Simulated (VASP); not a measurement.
Set up this calculation in VASP 6.6.1, as the native input.

```yaml
Task: single point
Functional: revPBE
Potentials_or_basis: VASP PAW PBE potentials, release 64 (Cd, O)
Cutoff: 600 eV
k_mesh: 10 × 10 × 10
Occupations: fermi-dirac, width 0.05 eV
Spin: no spin polarisation
Dipole_correction: no
Further_INCAR_settings: ALGO = Normal; EDIFF = 1e-06; NBANDS = 16
```

The structure of CdO (Monteponite) lies in POSCAR:

```
CdO
1.0
    0.0000000000      2.3177461075      2.3177461075
    2.3177461075      0.0000000000      2.3177461075
    2.3177461075      2.3177461075      0.0000000000
Cd O
1 1
Direct
    0.0000000000      0.0000000000      0.0000000000
    0.5000000000      0.5000000000      0.5000000000
```

One way to write it, as run:

INCAR

```
SYSTEM = CdO
ALGO     = Normal         ! electronic algorithm
EDIFF    = 1E-6           ! SCF threshold, eV
ENCUT    = 600            ! plane-wave cutoff, eV
GGA      = RE             ! functional
GGA_COMPAT= .FALSE.      
ISIF     = 2              ! what is computed and relaxed
ISMEAR   = -1             ! smearing method
LASPH    = .TRUE.         ! aspherical terms in the spheres
LCHARG   = .TRUE.         ! write CHGCAR
LELF     = .TRUE.         ! ELF
LREAL    = .FALSE.        ! projectors in reciprocal space
LVHAR    = .TRUE.       
LWAVE    = .FALSE.        ! write WAVECAR
NBANDS   = 16             ! bands
NELM     = 120            ! most SCF steps
PREC     = Accurate       ! precision mode
SIGMA    = 0.05           ! smearing width, eV
```

KPOINTS

```
k-points
0
G
  10 10 10
  0 0 0
```

Potentials or basis: VASP PAW PBE potentials, release 64 (Cd, O).

The run is started by

```bash
$ cat potpaw_PBE.64/Cd/POTCAR potpaw_PBE.64/O/POTCAR > POTCAR
$ mpirun -np 1 vasp_std > vasp.out
```

Results of the run:

The pressure is 18.1 GPa. The band gap on the k mesh is zero (band 9 reaches 2.55 eV, above the bottom of band 10 at 2.25 eV).

Caveat: the PAW data sets were made with another functional, which shifts forces and pressure a little.

Run time: 11 s on 1 thread of Intel(R) Xeon(R) 6975P-C (Granite Rapids), with other jobs on the host, peak memory 0.17 GiB.
